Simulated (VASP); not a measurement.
Wanted: the native input for a VASP 6.6.1 run.

```
Task                   : single point
Functional             : LDA
Potentials or basis    : VASP PAW LDA potentials, release 64 (Mg_sv, O)
Cutoff                 : 750 eV
k mesh                 : 12 × 12 × 6
Occupations            : gaussian, width 0.05 eV
Spin                   : no spin polarisation
Dipole correction      : no
Mended                 : yes
Further INCAR settings : ALGO = Normal; EDIFF = 1e-06; NBANDS = 24
```

The structure of MgO lies in POSCAR:

```
MgO
1.0
    3.6804547285      0.0000000000      0.0000000000
   -1.8402273643      3.1873672923      0.0000000000
    0.0000000000      0.0000000000      3.7490278863
Mg O
2 2
Direct
    0.6666666667      0.3333333333      0.7500000000
    0.3333333333      0.6666666667      0.2500000000
    0.6666666667      0.3333333333      0.2500000000
    0.3333333333      0.6666666667      0.7500000000
```

This cell differs from its parent crystal: ratio of the length along z to the lengths across it x 0.85, volume and fractional coordinates fixed.

These files were run (other wordings do the same):

INCAR

```
PREC = Accurate
ENCUT = 750
EDIFF = 1E-6
ISMEAR = 0
SIGMA = 0.05
LREAL = F
LASPH = T
NELM = 120
ALGO = Normal
ISIF = 2
LWAVE = F
LCHARG = F
NBANDS = 24
GGA_COMPAT = F
```

KPOINTS

```
Automatic mesh
0
Gamma
  12 12 6
```

Potentials or basis: VASP PAW LDA potentials, release 64 (Mg_sv, O).

Run with:

```bash
$ cat potpaw_LDA.64/Mg_sv/POTCAR potpaw_LDA.64/O/POTCAR > POTCAR
$ mpirun -np 1 vasp_std > vasp.out
```

It gave:

```
Pressure               : 5.5 GPa
Band gap on the k mesh : 3.40 eV (least direct gap 3.48 eV)
```

Caveat: the cell stands under pressure.

Run time: 63 s on 1 thread of Intel(R) Xeon(R) 6975P-C (Granite Rapids), with other jobs on the host, peak memory 0.23 GiB.
